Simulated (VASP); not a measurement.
# In (Immm) in VASP: a series of runs

The runs below take In through single point, with PBE.

All numbers are computed with VASP 6.6.1; they aren't measurements. Logs are shortened: lines on timing, memory, paths and dates and some standing lists are left out, and cuts for length are marked.

### Step 1. The cell of the first run

The structure is orthorhombic, space group Immm (No. 71). The conventional cell has a = 3.212 Å, b = 3.293 Å, c = 4.948 Å, α = 90.00°, β = 90.00°, γ = 90.00°. In (site symmetry mmm) has 12 In at 3.21 to 3.38 Å within 4.2 Å.

### Step 2. Single point, PBE (strain +0.0125 x Voigt [1, -1, 0, 0, 0, 0])

The input, INCAR:

```
SYSTEM = In
PREC = Accurate
ENCUT = 520
EDIFF = 1E-7
ISMEAR = 0
SIGMA = 0.15
LREAL = .False.
LASPH = .True.
NELM = 80
ALGO = Fast
ISIF = 2
LWAVE = .False.
LCHARG = .False.
GGA = PE
NBANDS = 12
```

The input, KPOINTS:

```
Automatic mesh
0
Gamma
  20 20 20
  0 0 0
```

The input, POSCAR:

```
In
1.0
   -1.6464768750      1.6058231250      2.4739500000
    1.6464768750     -1.6058231250      2.4739500000
    1.6464768750      1.6058231250     -2.4739500000
In
1
Direct
    0.0000000000      0.0000000000      0.0000000000
```

Potentials or basis: VASP PAW PBE potentials, release 64 (In_d).

On the command line:

```console
$ cat potpaw_PBE.64/In_d/POTCAR > POTCAR
$ mpirun -np 1 vasp_std > vasp.out
```

OUTCAR:

```text
SYSTEM = In
   PREC = Accurate
   ENCUT = 520
   EDIFF = 1E-7
   ISMEAR = 0
   LREAL = .False.
   LASPH = .True.
   NELM = 80
   ISIF = 2
   GGA = PE

 ion  position               nearest neighbor table
   1  0.000  0.000  0.000-

  LATTYP: Found a body centered orthorhombic cell.
 ALAT       =     3.2116462500
 B/A-ratio  =     1.0253164557
 C/A-ratio  =     1.5406117657

  Lattice vectors:

 A1 = (   1.6464768750,  -1.6058231250,  -2.4739500000)
 A2 = (  -1.6464768750,   1.6058231250,  -2.4739500000)
 A3 = (   1.6464768750,   1.6058231250,   2.4739500000)

Analysis of symmetry for initial positions (statically):
=====================================================================
 Subroutine PRICEL returns:
 Original cell was already a primitive cell.

 Routine SETGRP: Setting up the symmetry group for a
 body centered orthorhombic supercell.

 Subroutine GETGRP returns: Found  8 space group operations
 (whereof  8 operations were pure point group operations)
 out of a pool of  8 trial point group operations.

The static configuration has the point symmetry D_2h.

Analysis of symmetry for dynamics (positions and initial velocities):
=====================================================================
 Subroutine PRICEL returns:
 Original cell was already a primitive cell.

 Routine SETGRP: Setting up the symmetry group for a
 body centered orthorhombic supercell.

 Subroutine GETGRP returns: Found  8 space group operations
 (whereof  8 operations were pure point group operations)
 out of a pool of  8 trial point group operations.

The dynamic configuration has the point symmetry D_2h.

 Subroutine INISYM returns: Found  8 space group operations
 (whereof  8 operations are pure point group operations),
 and found     1 'primitive' translations

----------------------------------------------------------------------------------------

                                     Primitive cell

  volume of cell :      26.1640

  direct lattice vectors                    reciprocal lattice vectors
    -1.646476875  1.605823125  2.473950000     0.000000000  0.311366795  0.202105944
     1.646476875 -1.605823125  2.473950000     0.303678726  0.000000000  0.202105944
     1.646476875  1.605823125 -2.473950000     0.303678726  0.311366795  0.000000000

  length of vectors
     3.377866577  3.377866577  3.377866577     0.371208962  0.364784294  0.434936834

  position of ions in fractional coordinates (direct lattice)
     0.000000000  0.000000000  0.000000000

  ion indices of the primitive-cell ions
   primitive index   ion index
                 1           1

----------------------------------------------------------------------------------------

 KPOINTS: Automatic mesh

Automatic generation of k-mesh.
 Grid dimensions read from file:
 generate k-points for:   20   20   20

 Generating k-lattice:

  Cartesian coordinates                     Fractional coordinates (reciprocal lattice)
     0.000000000  0.015568340  0.010105297     0.050000000  0.000000000  0.000000000
     0.015183936  0.000000000  0.010105297    -0.000000000  0.050000000  0.000000000
     0.015183936  0.015568340  0.000000000    -0.000000000  0.000000000  0.050000000

  Length of vectors
     0.018560448  0.018239215  0.021746842

  Shift w.r.t. Gamma in fractional coordinates (k-lattice)
     0.000000000  0.000000000  0.000000000

 Subroutine IBZKPT returns following result:
 ===========================================

 Found   1166 irreducible k-points:

 Following reciprocal coordinates:
            Coordinates               Weight
  0.000000  0.000000  0.000000      1.000000
  0.050000  0.000000  0.000000      4.000000
  0.100000 -0.000000  0.000000      4.000000
  0.150000  0.000000  0.000000      4.000000
  0.200000 -0.000000  0.000000      4.000000
  0.250000 -0.000000  0.000000      4.000000
[... 16 lines left out ...]
 -0.450000  0.050000 -0.000000      8.000000
 -0.400000  0.050000  0.000000      8.000000
 [... further k-points ...]
   k-points           NKPTS =   1166   k-points in BZ     NKDIM =   1166   number of bands    NBANDS=     12
   number of dos      NEDOS =    301   number of ions     NIONS =      1
   total plane-waves  NPLWV =  21952
   dimension x,y,z NGX =    28 NGY =   28 NGZ =   28
   dimension x,y,z NGXF=    56 NGYF=   56 NGZF=   56
   ions per type =               1
   NGX,Y,Z   is equivalent  to a cutoff of  13.78, 13.78, 13.78 a.u.
   NGXF,Y,Z  is equivalent  to a cutoff of  27.56, 27.56, 27.56 a.u.
 SYSTEM =  In
   PREC   = accura    normal or accurate (medium, high low for compatibility)
   ISTART =      0    job   : 0-new  1-cont  2-samecut
   ICHARG =      2    charge: 1-file 2-atom 10-const
   ISPIN  =      1    spin polarized calculation?
   LNONCOLLINEAR =      F non collinear calculations
   LSORBIT =      F    spin-orbit coupling
   LASPH  =      T    aspherical Exc in radial PAW
   ENCUT  =  520.0 eV  38.22 Ry    6.18 a.u.   6.28  6.28  6.28*2*pi/ulx,y,z
   NELM   =     80;   NELMIN=  2; NELMDL= -5     # of ELM steps
   EDIFF  = 0.1E-06   stopping-criterion for ELM
   LREAL  =      F    real-space projection
   EDIFFG = 0.1E-05   stopping-criterion for IOM
   NSW    =      0    number of steps for IOM
   IBRION =     -1    ionic relax: 0-MD 1-quasi-New 2-CG
   NFREE  =      0    steps in history (QN), initial steepest desc. (CG)
   ISIF   =      2    stress and relaxation
   ISYM   =      2    0-nonsym 1-usesym 2-fastsym
   POTIM  = 0.5000    time-step for ionic-motion
   TEBEG  =    0.0;   TEEND  =   0.0 temperature during run
   PSTRESS=    0.0 pullay stress
   NELECT =      13.0000    total number of electrons
   NUPDOWN=      -1.0000    fix difference up-down
   EMIN   =  10.00;   EMAX   =-10.00  energy-range for DOS
   EFERMI =   0.00;   METHOD = LEGACY
   ISMEAR =     0;   SIGMA  =   0.15  broadening in eV -4-tet -1-fermi 0-gaus
   EFERMI_NEDOS =   21; number of points for ismear=-14 and -15
   IALGO  =     68    algorithm
   IMIX   =      4    mixing-type and parameters
     AMIX     =   0.40;   BMIX     =  1.00
     AMIX_MAG =   1.60;   BMIX_MAG =  1.00
  volume/ion in A,a.u.               =      26.16       176.56
  Fermi-wavevector in a.u.,A,eV,Ry     =   1.296645  2.450304 22.875327  1.681289
  Thomas-Fermi vector in A             =   2.428088
   LORBIT       =      0    0 simple, 1 ext, 2 COOP (PROOUT), +10 PAW based schemes
   GGA     = PE    functional components
   LHFCALC =     F    Hartree Fock is set to
   AEXX    =    0.0000 exact exchange contribution
   IVDW    =     0    specifies the selected vdW correction
   LEPSILON=     F    determine dielectric tensor
   LRPA    =     F    only Hartree local field effects (RPA)
 non-spin polarized calculation
 RMM-DIIS sequential band-by-band and
 Gauss-broadening in eV      SIGMA  =   0.15
  energy-cutoff  :      520.00
  volume of cell :       26.16
 maximum number of plane-waves:       719
 NGX is ok and might be reduce to    28
   NGX = 13   NGY = 13   NGZ = 13

 number of electron      13.0000002 magnetization

 Free energy of the ion-electron system (eV)
  ---------------------------------------------------
  ext. energy  EPLUGINS =         0.00000000
  ---------------------------------------------------
  free energy    TOTEN  =        -2.55342951 eV

  energy without entropy =       -2.54849631  energy(sigma->0) =       -2.55096291

 E-fermi :   7.5323     XC(G=0): -10.2522

 val. band max:        7.5267481729   @ k =  -0.4500  -0.4000   0.2500
 cond. band min:       7.5345091158   @ k =  -0.4500   0.4500   0.1500
 fundamental gap:      0.0077609429
 Fermi energy:         7.5323365077

 k-point     1 :       0.0000    0.0000    0.0000
  band No.  band energies     occupation
      1      -7.1879      2.00000
      2      -7.0947      2.00000
      3      -7.0632      2.00000
      4      -6.9967      2.00000
      5      -6.8936      2.00000
      6      -2.0222      2.00000
      7      17.6967      0.00000
      8      18.1211      0.00000
      9      18.4379      0.00000
     10      19.2188      0.00000
     11      21.2647      0.00000
     12      21.4177      0.00000

 k-point     2 :       0.0500    0.0000    0.0000
  band No.  band energies     occupation
      1      -7.1822      2.00000
      2      -7.0905      2.00000
      3      -7.0639      2.00000
      4      -6.9967      2.00000
      5      -6.8956      2.00000
      6      -1.9666      2.00000
      7      17.6279      0.00000
      8      17.6447      0.00000
      9      18.0724      0.00000
     10      18.9698      0.00000
     11      21.4153      0.00000
     12      21.6619      0.00000

 k-point     3 :       0.1000   -0.0000    0.0000
  band No.  band energies     occupation
      1      -7.1672      2.00000
      2      -7.0788      2.00000
      3      -7.0665      2.00000
      4      -6.9947      2.00000
      5      -6.9010      2.00000
      6      -1.7989      2.00000
      7      16.0634      0.00000
      8      17.4532      0.00000
      9      17.7377      0.00000
     10      18.8035      0.00000
     11      21.7114      0.00000
     12      21.8384      0.00000

 k-point     4 :       0.1500    0.0000    0.0000
  band No.  band energies     occupation
      1      -7.1494      2.00000
      2      -7.0724      2.00000
      3      -7.0630      2.00000
      4      -6.9849      2.00000
      5      -6.9067      2.00000
      6      -1.5173      2.00000
      7      14.3116      0.00000
      8      17.2333      0.00000
      9      17.2865      0.00000
     10      18.7167      0.00000
     11      21.1294      0.00000
     12      22.4537      0.00000

 k-point     5 :       0.2000   -0.0000    0.0000
  band No.  band energies     occupation
      1      -7.1379      2.00000
      2      -7.0824      2.00000
      3      -7.0492      2.00000
      4      -6.9603      2.00000
      5      -6.9077      2.00000
      6      -1.1196      2.00000
      7      12.5701      0.00000
      8      16.7972      0.00000
      9      17.0149      0.00000
     10      18.6596      0.00000
     11      20.5618      0.00000
     12      22.9179      0.00000
[... 228 lines left out ...]
      1      -7.1776      2.00000
      2      -7.1229      2.00000
      3      -7.0774      2.00000
      4      -6.8205      2.00000
      5      -6.7653      2.00000
      6       2.9343      2.00000
      7       4.7769      2.00000
      8      14.9070      0.00000
      9      15.8972      0.00000
     10      18.0464      0.00000
     11      19.2600      0.00000
     12      20.8319      0.00000

 k-point    22 :       0.5000    0.0500    0.0000
  band No.  band energies     occupation
      1      -7.1800      2.00000
      2      -7.1221      2.00000
      3      -7.0791      2.00000
      4      -6.8218      2.00000
      5      -6.7578      2.00000
      6       3.2892      2.00000
      7       4.3764      2.00000
      8      14.8448      0.00000
      9      15.9915      0.00000
     10      17.9698      0.00000
     11      19.3358      0.00000
     12      20.9928      0.00000

 k-point    23 :      -0.4500    0.0500   -0.0000
  band No.  band energies     occupation
      1      -7.1763      2.00000
      2      -7.1183      2.00000
      3      -7.0755      2.00000
      4      -6.8333      2.00000
      5      -6.7671      2.00000
      6       2.3604      2.00000
      7       5.4800      2.00000
      8      14.8657      0.00000
      9      16.1356      0.00000
     10      18.0182      0.00000
     11      19.4862      0.00000
     12      21.1080      0.00000

 k-point    24 :      -0.4000    0.0500    0.0000
  band No.  band energies     occupation
      1      -7.1672      2.00000
      2      -7.1120      2.00000
      3      -7.0673      2.00000
      4      -6.8537      2.00000
      5      -6.7918      2.00000
      6       1.4275      2.00000
      7       6.8071      2.00000
      8      14.9787      0.00000
      9      16.2970      0.00000
     10      18.2054      0.00000
     11      19.7136      0.00000
     12      21.0040      0.00000

 [... further k-points ...]
[... 5 lines left out ...]
  --------------------------------------------------------------------------------------
  -------------------------------------------------------------------------------------
  Total        0.2970828      0.3827923      0.2939542      0.0000000      0.0000000      0.0000000
  in kB       18.1921446     23.4406438     18.0005600      0.0000000      0.0000000      0.0000000
  external PRESSURE =      19.8777828 kB  Pullay stress =       0.0000000 kB

 VOLUME and BASIS-vectors are now :
 -----------------------------------------------------------------------------
  energy-cutoff  :      520.00
  volume of cell :       26.16
      direct lattice vectors                 reciprocal lattice vectors
    -1.646476875  1.605823125  2.473950000     0.000000000  0.311366795  0.202105944
     1.646476875 -1.605823125  2.473950000     0.303678726  0.000000000  0.202105944
     1.646476875  1.605823125 -2.473950000     0.303678726  0.311366795  0.000000000

 POSITION                                       TOTAL-FORCE (eV/Angst)
 -----------------------------------------------------------------------------------
      0.00000      0.00000      0.00000        -0.000000     -0.000000      0.000000
 -----------------------------------------------------------------------------------
    total drift:                               -0.000000     -0.000000      0.000000

  FREE ENERGIE OF THE ION-ELECTRON SYSTEM (eV)
  ---------------------------------------------------
  free  energy   TOTEN  =        -2.5534295060 eV

  energy  without entropy=       -2.5484963067  energy(sigma->0) =       -2.55096291
```

Wall time 16 min (1 thread of Intel Xeon 8259CL, shared host); peak memory 0.45 GiB.

What came out:

```
Free energy            : -2.5534 eV
Pressure               : 2.0 GPa
Band gap on the k mesh : zero (an odd number of electrons rules out a gap without spin polarisation)
```

Caveat: the cell differs from its parent crystal (strain +0.0125 x Voigt [1, -1, 0, 0, 0, 0]); spin-orbit coupling is left out, which moves the levels of the heavy elements.

### Step 3. Single point, PBE (strain +0.0075 x Voigt [1, -1, 0, 0, 0, 0])

The input, INCAR:

```
SYSTEM = In
  PREC = Accurate
  ENCUT = 520
  EDIFF = 1E-6
  ISMEAR = 0
  SIGMA = 0.15
  LREAL = .FALSE.
  LASPH = .TRUE.
  NELM = 60
  ALGO = Fast
  ISIF = 2
  LWAVE = .FALSE.
  LCHARG = .FALSE.
  GGA = PE
  NBANDS = 12
```

The input, KPOINTS:

```
regular mesh
0
G
  20 20 20
  0 0 0
```

The input, POSCAR:

```
In
1.0
   -1.6383461250      1.6139538750      2.4739500000
    1.6383461250     -1.6139538750      2.4739500000
    1.6383461250      1.6139538750     -2.4739500000
In
1
Direct
    0.0000000000      0.0000000000      0.0000000000
```

Potentials or basis: VASP PAW PBE potentials, release 64 (In_d).

On the command line:

```console
$ cat potpaw_PBE.64/In_d/POTCAR > POTCAR
$ mpirun -np 1 vasp_std > vasp.out
```

It took 11 min on 1 thread of Intel Xeon 8259CL, shared host; peak memory 0.45 GiB.

Results (log left out):

* Free energy: -2.5538 eV
* Pressure: 2.0 GPa
* Band gap on the k mesh: zero (an odd number of electrons rules out a gap without spin polarisation)

Stress tensor (GPa, compression positive):
```
1.94 0.00 0.00
0.00 2.20 0.00
0.00 0.00 1.77
```

Levels at points of the mesh, in eV from the Fermi level:
| k point | band 4 | band 5 | band 6 | band 7 | band 8 | band 9 |
| --- | --- | --- | --- | --- | --- | --- |
| (0.00, 0.00, 0.00) | -14.53 | -14.43 | -9.55 | 10.31 | 10.66 | 10.75 |
| (0.50, 0.00, 0.00) | -14.34 | -14.29 | -4.23 | -3.36 | 7.53 | 8.99 |
| (0.00, 0.50, 0.00) | -14.33 | -14.31 | -4.40 | -3.41 | 7.52 | 9.30 |
| (0.50, 0.50, 0.00) | -14.32 | -14.23 | -1.97 | -1.66 | 3.52 | 3.95 |
| (0.50, 0.50, 0.50) | -14.29 | -14.29 | -2.93 | -2.68 | 4.51 | 4.94 |

Caveat: the cell differs from its parent crystal (strain +0.0075 x Voigt [1, -1, 0, 0, 0, 0]); spin-orbit coupling is left out, which moves the levels of the heavy elements.
